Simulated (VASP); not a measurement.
# V (I4/mmm) in VASP: single point with PBE

Aim: the single point of V with PBE.

All numbers are computed with VASP 6.6.1; they aren't measurements. Logs are shortened: lines on timing, memory, paths and dates and some standing lists are left out, and cuts for length are marked.

**1. The cell of the first run**

Symmetry: I4/mmm, No. 139, tetragonal system. The conventional cell has a = 2.735 Å, b = 2.735 Å, c = 3.638 Å, α = 90.00°, β = 90.00°, γ = 90.00°. Within 3.7 Å of V (site symmetry 4/mmm) lie 14 V at 2.66 to 3.64 Å.

**2. Single point, PBE, collinear spin, ferromagnetic start (z stretched by -4 % at fixed volume)**

Input file INCAR:

```
ALGO = Normal ; EDIFF = 1E-6
ENCUT = 520 ; GGA = PE
ISIF = 2 ; ISMEAR = -1
ISPIN = 2 ; LASPH = T
LCHARG = F ; LMAXMIX = 4
LORBIT = 11 ; LREAL = F
LWAVE = F ; MAGMOM = 1.5
NBANDS = 16 ; NELM = 150
PREC = Accurate ; SIGMA = 0.08
```

Input file KPOINTS:

```
k-points
0
Gamma
  15 15 15
```

Input file POSCAR:

```
V
1.0
    0.0000000000      1.9340762762      1.8192000000
    1.9340762762      0.0000000000      1.8192000000
    1.9340762762      1.9340762762      0.0000000000
V
1
Direct
    0.0000000000      0.0000000000      0.0000000000
```

Potentials or basis: VASP PAW PBE potentials, release 64 (V_sv).

Run with:

```
cat potpaw_PBE.64/V_sv/POTCAR > POTCAR
mpirun -np 1 vasp_std > vasp.out
```

OUTCAR:

```text
EDIFF = 1E-6
   ENCUT = 520
   GGA = PE
   ISIF = 2
   ISMEAR = -1
   ISPIN = 2
   LASPH = T
   LORBIT = 11
   LREAL = F
   NELM = 150
   PREC = Accurate

 ion  position               nearest neighbor table
   1  0.000  0.000  0.000-

  LATTYP: Found a body centered tetragonal cell.
 ALAT       =     2.7351969005
 C/A-ratio  =     1.3302150201

  Lattice vectors:

 A1 = (   0.0000000000,  -1.9340762762,  -1.8192000000)
 A2 = (   0.0000000000,   1.9340762762,  -1.8192000000)
 A3 = (   1.9340762762,   0.0000000000,   1.8192000000)

Analysis of symmetry for initial positions (statically):
=====================================================================
 Subroutine PRICEL returns:
 Original cell was already a primitive cell.

 Routine SETGRP: Setting up the symmetry group for a
 body centered tetragonal supercell.

 Subroutine GETGRP returns: Found 16 space group operations
 (whereof 16 operations were pure point group operations)
 out of a pool of 16 trial point group operations.

The static configuration has the point symmetry D_4h.

Analysis of symmetry for dynamics (positions and initial velocities):
=====================================================================
 Subroutine PRICEL returns:
 Original cell was already a primitive cell.

 Routine SETGRP: Setting up the symmetry group for a
 body centered tetragonal supercell.

 Subroutine GETGRP returns: Found 16 space group operations
 (whereof 16 operations were pure point group operations)
 out of a pool of 16 trial point group operations.

The dynamic configuration has the point symmetry D_4h.

Analysis of structural, dynamic, and magnetic symmetry:
=====================================================================
 Subroutine PRICEL returns:
 Original cell was already a primitive cell.

 Routine SETGRP: Setting up the symmetry group for a
 body centered tetragonal supercell.

 Subroutine GETGRP returns: Found 16 space group operations
 (whereof 16 operations were pure point group operations)
 out of a pool of 16 trial point group operations.

The overall configuration has the point symmetry D_4h.

 Subroutine INISYM returns: Found 16 space group operations
 (whereof 16 operations are pure point group operations),
 and found     1 'primitive' translations

----------------------------------------------------------------------------------------

                                     Primitive cell

  volume of cell :      13.6100

  direct lattice vectors                    reciprocal lattice vectors
     0.000000000  1.934076276  1.819200000    -0.258521345  0.258521345  0.274846086
     1.934076276  0.000000000  1.819200000     0.258521345 -0.258521345  0.274846086
     1.934076276  1.934076276  0.000000000     0.258521345  0.258521345 -0.274846086

  length of vectors
     2.655209913  2.655209913  2.735196900     0.457391454  0.457391454  0.457391454

  position of ions in fractional coordinates (direct lattice)
     0.000000000  0.000000000  0.000000000

  ion indices of the primitive-cell ions
   primitive index   ion index
                 1           1

----------------------------------------------------------------------------------------

 KPOINTS: k-points

Automatic generation of k-mesh.
 Grid dimensions read from file:
 generate k-points for:   15   15   15

 Generating k-lattice:

  Cartesian coordinates                     Fractional coordinates (reciprocal lattice)
    -0.017234756  0.017234756  0.018323072     0.066666667  0.000000000  0.000000000
     0.017234756 -0.017234756  0.018323072     0.000000000  0.066666667  0.000000000
     0.017234756  0.017234756 -0.018323072    -0.000000000 -0.000000000  0.066666667

  Length of vectors
     0.030492764  0.030492764  0.030492764

  Shift w.r.t. Gamma in fractional coordinates (k-lattice)
     0.000000000  0.000000000  0.000000000

 Subroutine IBZKPT returns following result:
 ===========================================

 Found    288 irreducible k-points:

 Following reciprocal coordinates:
            Coordinates               Weight
  0.000000  0.000000  0.000000      1.000000
  0.066667 -0.000000  0.000000      8.000000
  0.133333  0.000000  0.000000      8.000000
  0.200000 -0.000000  0.000000      8.000000
  0.266667  0.000000  0.000000      8.000000
  0.333333 -0.000000  0.000000      8.000000
[... 16 lines left out ...]
  0.133333  0.133333  0.000000      2.000000
  0.200000  0.133333  0.000000      8.000000
 [... further k-points ...]
   k-points           NKPTS =    288   k-points in BZ     NKDIM =    288   number of bands    NBANDS=     16
   number of dos      NEDOS =    301   number of ions     NIONS =      1
   total plane-waves  NPLWV =   8000
   dimension x,y,z NGX =    20 NGY =   20 NGZ =   20
   dimension x,y,z NGXF=    40 NGYF=   40 NGZF=   40
   ions per type =               1
   NGX,Y,Z   is equivalent  to a cutoff of  12.52, 12.52, 12.16 a.u.
   NGXF,Y,Z  is equivalent  to a cutoff of  25.04, 25.04, 24.31 a.u.
 SYSTEM =  unknown system
   PREC   = accura    normal or accurate (medium, high low for compatibility)
   ISTART =      0    job   : 0-new  1-cont  2-samecut
   ICHARG =      2    charge: 1-file 2-atom 10-const
   ISPIN  =      2    spin polarized calculation?
   LNONCOLLINEAR =      F non collinear calculations
   LSORBIT =      F    spin-orbit coupling
   LASPH  =      T    aspherical Exc in radial PAW
   ENCUT  =  520.0 eV  38.22 Ry    6.18 a.u.   4.94  4.94  5.09*2*pi/ulx,y,z
   NELM   =    150;   NELMIN=  2; NELMDL= -5     # of ELM steps
   EDIFF  = 0.1E-05   stopping-criterion for ELM
   LREAL  =      F    real-space projection
   EDIFFG = 0.1E-04   stopping-criterion for IOM
   NSW    =      0    number of steps for IOM
   IBRION =     -1    ionic relax: 0-MD 1-quasi-New 2-CG
   NFREE  =      0    steps in history (QN), initial steepest desc. (CG)
   ISIF   =      2    stress and relaxation
   ISYM   =      2    0-nonsym 1-usesym 2-fastsym
   POTIM  = 0.5000    time-step for ionic-motion
   TEBEG  =    0.0;   TEEND  =   0.0 temperature during run
   PSTRESS=    0.0 pullay stress
   NELECT =      13.0000    total number of electrons
   NUPDOWN=      -1.0000    fix difference up-down
   EMIN   =  10.00;   EMAX   =-10.00  energy-range for DOS
   EFERMI =   0.00;   METHOD = LEGACY
   ISMEAR =    -1;   SIGMA  =   0.08  broadening in eV -4-tet -1-fermi 0-gaus
   EFERMI_NEDOS =   21; number of points for ismear=-14 and -15
   IALGO  =     38    algorithm
   IMIX   =      4    mixing-type and parameters
     AMIX     =   0.40;   BMIX     =  1.00
     AMIX_MAG =   1.60;   BMIX_MAG =  1.00
  volume/ion in A,a.u.               =      13.61        91.84
  Fermi-wavevector in a.u.,A,eV,Ry     =   1.612266  3.046741 35.367013  2.599402
  Thomas-Fermi vector in A             =   2.707524
   LORBIT       =     11    0 simple, 1 ext, 2 COOP (PROOUT), +10 PAW based schemes
   GGA     = PE    functional components
   LHFCALC =     F    Hartree Fock is set to
   AEXX    =    0.0000 exact exchange contribution
   IVDW    =     0    specifies the selected vdW correction
   LEPSILON=     F    determine dielectric tensor
   LRPA    =     F    only Hartree local field effects (RPA)
 spin polarized calculation
  energy-cutoff  :      520.00
  volume of cell :       13.61
 maximum number of plane-waves:       378
   NGX =  9   NGY =  9   NGZ = 11

 number of electron      13.0000008 magnetization      -0.0029523

 number of electron      13.0000008 magnetization       0.0006383

 Free energy of the ion-electron system (eV)
  ---------------------------------------------------
  ext. energy  EPLUGINS =         0.00000000
  ---------------------------------------------------
  free energy    TOTEN  =        -8.79161936 eV

  energy without entropy =       -8.75547254  energy(sigma->0) =       -8.77354595

 E-fermi :   9.8668     XC(G=0): -12.8493

 val. band max:        9.8634171101   @ k =   0.3333  -0.0000   0.1333
 cond. band min:       9.8679240061   @ k =   0.1333   0.0667   0.0000
 fundamental gap:      0.0045068960
 Fermi energy:         9.8668273659

 spin component 1

 k-point     1 :       0.0000    0.0000    0.0000
  band No.  band energies     occupation
      1     -54.1465      1.00000
      2     -27.4739      1.00000
      3     -27.4694      1.00000
      4     -27.4694      1.00000
      5       3.0175      1.00000
      6       9.9104      0.36697
[... 8 lines left out ...]
     15      37.3701      0.00000
     16      37.9687      0.00000
[... 419 lines left out ...]
 k-point    24 :       0.2000    0.1333    0.0000
  band No.  band energies     occupation
      1     -54.0781      1.00000
      2     -27.7320      1.00000
      3     -27.5609      1.00000
      4     -27.5460      1.00000
      5       4.5205      1.00000
      6       9.4089      0.99674
[... 8 lines left out ...]
     15      38.3814      0.00000
     16      38.7221      0.00000

 [... further k-points ...]

 spin component 2

 k-point     1 :       0.0000    0.0000    0.0000
  band No.  band energies     occupation
      1     -54.1461      1.00000
      2     -27.4735      1.00000
      3     -27.4690      1.00000
      4     -27.4690      1.00000
      5       3.0180      1.00000
      6       9.9109      0.36579
[... 8 lines left out ...]
     15      37.3693      0.00000
     16      37.9697      0.00000
[... 419 lines left out ...]
 k-point    24 :       0.2000    0.1333    0.0000
  band No.  band energies     occupation
      1     -54.0777      1.00000
      2     -27.7315      1.00000
      3     -27.5604      1.00000
      4     -27.5455      1.00000
      5       4.5211      1.00000
      6       9.4094      0.99672
[... 8 lines left out ...]
     15      38.3820      0.00000
     16      38.7228      0.00000

 [... further k-points ...]

------------------------ aborting loop because EDIFF is reached ----------------------------------------

  FORCE on cell =-STRESS in cart. coord.  units (eV):
  Direction    XX          YY          ZZ          XY          YZ          ZX
  --------------------------------------------------------------------------------------
  -------------------------------------------------------------------------------------
  Total        0.7186919      0.7186919     -0.5519991      0.0000000      0.0000000      0.0000000
  in kB       84.6049368     84.6049368    -64.9817349      0.0000000      0.0000000      0.0000000
  external PRESSURE =      34.7427129 kB  Pullay stress =       0.0000000 kB

 VOLUME and BASIS-vectors are now :
 -----------------------------------------------------------------------------
  energy-cutoff  :      520.00
  volume of cell :       13.61
      direct lattice vectors                 reciprocal lattice vectors
     0.000000000  1.934076276  1.819200000    -0.258521345  0.258521345  0.274846086
     1.934076276  0.000000000  1.819200000     0.258521345 -0.258521345  0.274846086
     1.934076276  1.934076276  0.000000000     0.258521345  0.258521345 -0.274846086

 POSITION                                       TOTAL-FORCE (eV/Angst)
 -----------------------------------------------------------------------------------
      0.00000      0.00000      0.00000         0.000000     -0.000000      0.000000
 -----------------------------------------------------------------------------------
    total drift:                               -0.000000     -0.000000     -0.000000

  FREE ENERGIE OF THE ION-ELECTRON SYSTEM (eV)
  ---------------------------------------------------
  free  energy   TOTEN  =        -8.7916193638 eV

  energy  without entropy=       -8.7554725371  energy(sigma->0) =       -8.77354595

 total charge

# of ion       s       p       d       tot
------------------------------------------
    1        2.346   6.229   3.053  11.628

 magnetization (x)

# of ion       s       p       d       tot
------------------------------------------
    1        0.000   0.000   0.000   0.000
```

It took 62 s on 1 thread of AMD EPYC 9R45 (Zen 5), shared host; peak memory 0.17 GiB.

Results:

```
Free energy                                           : -8.7916 eV
Pressure                                              : 3.5 GPa
Net moment                                            : 0.00 μB per cell
Valence electrons inside the program's atomic spheres : V 11.63
```

Stress tensor (GPa, compression positive):
```
 8.46  0.00  0.00
 0.00  8.46  0.00
 0.00  0.00 -6.50
```

Levels at points of the mesh, in eV from the Fermi level:
Spin up:
| k point | band 3 | band 4 | band 5 | band 6 | band 7 | band 8 | band 9 | band 10 |
| --- | --- | --- | --- | --- | --- | --- | --- | --- |
| (0.00, 0.00, 0.00) | -37.34 | -37.34 | -6.85 | 0.04 | 0.04 | 0.57 | 1.68 | 2.26 |
Spin down:
```tsv
k point	band 3	band 4	band 5	band 6	band 7	band 8	band 9	band 10
(0.00, 0.00, 0.00)	-37.34	-37.34	-6.85	0.04	0.04	0.57	1.68	2.26
```

Caveat: the cell stands under pressure.
